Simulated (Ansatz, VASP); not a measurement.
CsTl: VASP beside Ansatz

The input INCAR:

```
  PREC = Accurate
  ENCUT = 520
  EDIFF = 1E-6
  ISMEAR = 0
  SIGMA = 0.1
  LREAL = F
  LASPH = T
  NELM = 80
  ALGO = Normal
  ISIF = 2
  LWAVE = F
  LCHARG = F
  GGA = PE
  NBANDS = 18
```

Contents of KPOINTS:

```
regular mesh
0
Gamma
  12 12 12
```

The input POSCAR:

```
CsTl
1.0
    4.4690500391      0.0000000000      0.0000000000
    0.0000000000      4.4690500391      0.0000000000
    0.0000000000      0.0000000000      4.4690500391
Cs Tl
1 1
Direct
    0.5000000000      0.5000000000      0.5000000000
    0.0000000000      0.0000000000      0.0000000000
```

Input for Ansatz:

```yaml
crystal:
  lattice:
    - [4.4690500391, 0.0, 0.0]
    - [0.0, 4.4690500391, 0.0]
    - [0.0, 0.0, 4.4690500391]
  atoms:
    - { symbol: Cs, position: [0.5, 0.5, 0.5] }
    - { symbol: Tl, position: [0.0, 0.0, 0.0] }
basis:
  ecutwfc: 420
kpoints:
  mp_grid: { grid: [12, 12, 12] }
hamiltonian:
  xc: pbe
scf:
  occupations: { method: gaussian, width: 0.1 }
output:
  forces: true
  stress: true
  eigenvalues: true
  write_density: true
  write_potential: true
  elf: true
  volumetric_format: npy
```

Alike in both runs: task single point; functional PBE; k mesh 12 × 12 × 12; occupations gaussian, width 0.1 eV; no spin polarisation.

```csv
,VASP,Ansatz
version,VASP 6.6.1,Ansatz 0.2.0
potentials or method,"VASP PAW PBE potentials, release 64 (Cs_sv, Tl_d), cutoff 520 eV","scalar-relativistic, plane waves, PAW"
valence electrons in the cell,22,22
```

|  | VASP | Ansatz | Ansatz less VASP |
| --- | --- | --- | --- |
| gap on the k mesh at the Fermi level (eV) | none | none | - |
| pressure (GPa) | 1.2 | 1.3 | 0.00 |

A gap of «none» marks a metal or a gap that the smearing closes.

Spin-orbit coupling is off throughout.
